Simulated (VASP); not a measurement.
Set up this calculation in VASP 6.6.1, as the native input.

```yaml
Task: single point
Functional: PBEsol
Potentials_or_basis: VASP PAW PBE potentials, release 64 (Hg, Te)
Cutoff: 520 eV
k_mesh: 12 × 12 × 12
Occupations: fermi-dirac, width 0.08 eV
Spin: no spin polarisation
Dipole_correction: no
Further_INCAR_settings: ALGO = Normal; EDIFF = 1e-06; NBANDS = 16
```

The structure of HgTe lies in POSCAR:

```
HgTe
1.0
    0.0000000000      2.9312060514      2.9312060514
    2.9312060514      0.0000000000      2.9312060514
    2.9312060514      2.9312060514      0.0000000000
Hg Te
1 1
Direct
    0.0000000000      0.0000000000      0.0000000000
    0.5000000000      0.5000000000      0.5000000000
```

This cell differs from its parent crystal: volume scaled by 1.01.

The input as run:

INCAR

```
  PREC = Accurate
  ENCUT = 520
  EDIFF = 1E-6
  ISMEAR = -1
  SIGMA = 0.08
  LREAL = F
  LASPH = T
  NELM = 80
  ALGO = Normal
  ISIF = 2
  LWAVE = F
  LCHARG = T
  GGA = PS
  LELF = T
  LVHAR = T
  NBANDS = 16
```

KPOINTS

```
Automatic mesh
0
Gamma
  12 12 12
```

Potentials or basis: VASP PAW PBE potentials, release 64 (Hg, Te).

The run is started by

```bash
$ cat potpaw_PBE.64/Hg/POTCAR potpaw_PBE.64/Te/POTCAR > POTCAR
$ mpirun -np 1 vasp_std > vasp.out
```

It gave:

The pressure is 5.5 GPa and the band gap on the k mesh is zero (band 9 reaches 6.08 eV, above the bottom of band 10 at 2.87 eV).

Caveat: the PAW data sets were made with another functional, which shifts forces and pressure a little; spin-orbit coupling is left out, which moves the levels of the heavy elements.

Wall time 16 s on 1 thread of Intel(R) Xeon(R) 6975P-C (Granite Rapids), on a shared host, peak memory 0.21 GiB.
